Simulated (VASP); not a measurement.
A run of VASP 6.6.1 is set up as follows.

INCAR

```
  PREC = Accurate
  ENCUT = 520
  EDIFF = 1E-7
  ISMEAR = 1
  SIGMA = 1.0
  LREAL = F
  LASPH = T
  NELM = 80
  ALGO = Normal
  ISIF = 2
  LWAVE = F
  LCHARG = F
  GGA = PE
  NBANDS = 12
```

Contents of KPOINTS:

```
Automatic mesh
0
Gamma
  13 13 13
```

The input POSCAR:

```
Ta
1.0
   -1.6607181506      1.6607181506      1.6607181506
    1.6607181506     -1.6607181506      1.6607181506
    1.6607181506      1.6607181506     -1.6607181506
Ta
1
Direct
    0.0000000000      0.0000000000      0.0000000000
```

Potentials or basis: VASP PAW PBE potentials, release 64 (Ta_pv).

The run is started by

```sh
$ cat potpaw_PBE.64/Ta_pv/POTCAR > POTCAR
$ mpirun -np 1 vasp_std > vasp.out
```

Q: What does it give for the pressure?

A: -0.2 GPa.
